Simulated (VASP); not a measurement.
A run of VASP 6.6.1 is set up as follows.

File INCAR:

```
SYSTEM = TePb
ALGO = Normal
EDIFF = 1E-6
ENCUT = 500
GGA = PE
GGA_COMPAT = .False.
ISIF = 2
ISMEAR = 0
LASPH = .True.
LCHARG = .False.
LREAL = .False.
LWAVE = .False.
NBANDS = 28
NELM = 120
PREC = Accurate
SIGMA = 0.1
```

File KPOINTS:

```
k-points
0
Gamma
  4 4 4
  0 0 0
```

The input POSCAR:

```
TePb
1.0
    2.2941420962     -6.4972293892      0.0000000000
    2.2941420962      6.4972293892      0.0000000000
    0.0000000000      0.0000000000      4.7638437780
Te Pb
2 2
Direct
    0.8698631039      0.1301368961      0.7500000000
    0.1301368961      0.8698631039      0.2500000000
    0.6368770139      0.3631229861      0.7500000000
    0.3631229861      0.6368770139      0.2500000000
```

Potentials or basis: VASP PAW PBE potentials, release 64 (Te, Pb_d).

Command:

```bash
$ cat potpaw_PBE.64/Te/POTCAR potpaw_PBE.64/Pb_d/POTCAR > POTCAR
$ mpirun -np 1 vasp_std > vasp.out
```

Estimate the band gap on the k mesh.

1.09 eV (least direct gap 1.24 eV).

Predict the pressure.

0.0 GPa.

Predict the largest force.

0.010 eV/Å.

Forces in eV/Å, atoms in the order of the input:
```
Te   0.000 -0.009  0.000
Te   0.000  0.009  0.000
Pb   0.000  0.010  0.000
Pb   0.000 -0.010  0.000
```

Caveat: spin-orbit coupling is left out, which moves the levels of the heavy elements. A k mesh can miss the band edges.
